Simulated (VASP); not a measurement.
# Si: relaxation of cell and atoms with PBE

Crystal: Si.

```
Si
1.0
    -3.38754   -1.82548    0.05480
    -0.29707   -0.00448    4.27504
    -3.25620    5.23068    0.05394
Si
6
Direct
  0.79531 0.69843 0.60091
  0.29959 0.61155 0.11298
  0.71124 0.30341 0.90844
  0.22053 0.35714 0.37156
  0.22286 0.01684 0.74622
  0.75047 0.01263 0.25990
```

```
Program                : VASP 6.6.1
Task                   : relaxation of cell and atoms
Functional             : PBE
Potentials or basis    : VASP PAW PBE potentials, release 64 (Si)
Cutoff                 : 600 eV
k mesh                 : 6 × 6 × 4
Occupations            : gaussian, width 0.2 eV
Spin                   : no spin polarisation
Dipole correction      : no
Further INCAR settings : ALGO = Normal; EDIFF = 1e-06; IBRION = 2; EDIFFG = -0.025; NSW = 80; ISIF = 3
```

The relaxed volume is 18.10 Å³/atom, the relaxed cell is a = 3.903 Å, b = 4.114 Å, c = 6.765 Å, α = 90.00°, β = 89.97°, γ = 90.00° and the space group after relaxing (to 0.1 Å) is P6_222 (No. 180). The energy gained by relaxing is 473.3 meV/atom. The ionic steps are 61 and the pressure after relaxing is 0.0 GPa. The largest force after relaxing is 0.018 eV/Å. The band gap on the k mesh is zero (bands 12 and 13 overlap by 0.02 eV).

Forces in eV/Å, atoms in the order of the input:
```
Si   0.005 -0.014  0.002
Si  -0.006  0.004 -0.014
Si  -0.017  0.001  0.004
Si   0.014  0.008 -0.004
Si  -0.001 -0.004  0.008
Si   0.006  0.006  0.004
```

The path:
```csv
step,energy change (eV),largest force (eV/Å),pressure (GPa),volume (Å³)
1,0.0000,9.2232,7.11,101.05
3,-1.2693,0.9690,-5.83,110.79
5,-1.6298,1.1274,-3.87,105.57
7,-1.6327,1.1553,-3.62,105.30
9,-1.8472,0.5658,1.32,98.87
11,-1.9142,0.2814,-0.33,100.29
13,-1.9387,0.2107,0.34,99.70
15,-1.9484,0.1487,-0.28,100.54
17,-1.9522,0.0877,0.54,99.92
19,-1.9590,0.1179,0.06,100.81
21,-1.9596,0.1643,-0.10,101.13
23,-1.9680,0.1438,-0.06,101.74
25,-1.9802,0.2292,0.32,102.14
27,-1.9993,0.2632,0.19,102.99
29,-2.0762,0.5979,-0.23,106.81
31,-2.0817,0.6088,-0.28,107.06
33,-2.0977,0.6665,-0.55,108.17
35,-2.0995,0.7209,-0.66,108.58
37,-2.1537,0.6890,-0.80,109.00
39,-2.3498,0.7018,-1.79,110.85
41,-2.4054,0.7737,-2.79,112.11
43,-2.6503,0.6394,0.61,107.82
45,-2.6741,0.5989,2.10,106.25
47,-2.7940,0.3545,-0.18,108.53
49,-2.8031,0.2557,-0.03,108.39
51,-2.8175,0.2498,0.10,108.36
53,-2.8335,0.1041,-0.02,108.62
55,-2.8382,0.0828,0.01,108.60
57,-2.8395,0.0334,0.00,108.62
59,-2.8397,0.0260,0.00,108.62
61,-2.8400,0.0177,-0.01,108.63
```

Final structure:
```
CELL_PARAMETERS angstrom
-3.37545 -1.95754 -0.09211
-0.10730 -0.00904 4.11289
-3.39495 5.85050 -0.07591
ATOMIC_POSITIONS crystal
Si 0.91647 0.66585 0.58348
Si 0.41675 0.66776 0.08326
Si 0.66389 0.33302 0.83281
Si 0.16944 0.33355 0.33376
Si 0.16407 0.99977 0.83376
Si 0.66938 0.00005 0.33293
```

Levels at points of the mesh, in eV from the Fermi level:
| k point | band 9 | band 10 | band 11 | band 12 | band 13 | band 14 | band 15 | band 16 |
| --- | --- | --- | --- | --- | --- | --- | --- | --- |
| (0.00, 0.00, 0.00) | -2.67 | -1.77 | -0.59 | -0.58 | 0.13 | 0.67 | 1.02 | 1.03 |
| (0.50, 0.00, 0.00) | -2.45 | -2.45 | -1.09 | -1.08 | 0.99 | 1.00 | 1.64 | 1.64 |
| (0.00, 0.50, 0.00) | -1.54 | -1.53 | -0.31 | 0.12 | 0.31 | 0.66 | 1.72 | 2.46 |
| (0.50, 0.50, 0.00) | -3.85 | -3.85 | -3.15 | -3.14 | 3.42 | 3.43 | 3.56 | 3.57 |
| (0.00, 0.00, 0.50) | -2.35 | -2.34 | -1.76 | -1.76 | 1.98 | 1.98 | 2.75 | 2.75 |
| (0.50, 0.00, 0.50) | -2.67 | -2.67 | -1.77 | -1.76 | 0.12 | 0.13 | 0.67 | 0.67 |
| (0.00, 0.50, 0.50) | -1.52 | -1.51 | -0.92 | -0.91 | 0.76 | 0.76 | 1.54 | 1.54 |
| (0.50, 0.50, 0.50) | -2.06 | -2.05 | -1.62 | -1.62 | 0.11 | 0.12 | 0.65 | 0.66 |

Run time: 41 min on 1 thread of Intel(R) Xeon(R) 6975P-C (Granite Rapids), on a shared host, peak memory 0.29 GiB.

Caveat: semilocal functionals underestimate gaps, so a narrow gap can read as zero.
